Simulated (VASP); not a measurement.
A run of VASP 6.6.1 is set up as follows.

Contents of INCAR:

```
ALGO = Normal
DIPOL = 0.5 0.5 0.500
EDIFF = 1E-6
ENCUT = 520
IDIPOL = 3
ISIF = 2
ISMEAR = -1
LASPH = T
LCHARG = T
LDIPOL = T
LELF = T
LREAL = F
LVACPOTAV = T
LVHAR = T
LWAVE = F
NBANDS = 51
NELM = 80
PREC = Accurate
SIGMA = 0.02
```

File KPOINTS:

```
k-points
0
Gamma
  9 9 1
```

The input POSCAR:

```
Ge
1.0
    3.9751430018      0.0000000000      0.0000000000
   -1.9875715009      3.4425748232      0.0000000000
    0.0000000000      0.0000000000     23.3028000000
Ge
6
Direct
    0.0000000000      0.0000000000      0.3420761859
    0.3333333333      0.6666666667      0.3748806487
    0.3333333333      0.6666666667      0.4829060380
    0.6666666667      0.3333333333      0.5170939595
    0.6666666667      0.3333333333      0.6251193500
    0.0000000000      0.0000000000      0.6579238163
```

Potentials or basis: VASP PAW LDA potentials, release 64 (Ge_d).

The run is started by

```console
$ cat potpaw_LDA.64/Ge_d/POTCAR > POTCAR
$ mpirun -np 1 vasp_std > vasp.out
```

Question: Estimate the band gap on the k mesh.

Answer: Zero (band 42 reaches -0.86 eV, above the bottom of band 43 at -0.93 eV).

Question: Estimate the largest force.

Answer: 0.016 eV/Å.

Forces on the atoms (eV/Å):
```
Ge   0.000  0.000 -0.016
Ge   0.000  0.000  0.003
Ge   0.000  0.000 -0.004
Ge   0.000  0.000  0.004
Ge   0.000  0.000 -0.003
Ge   0.000  0.000  0.016
```
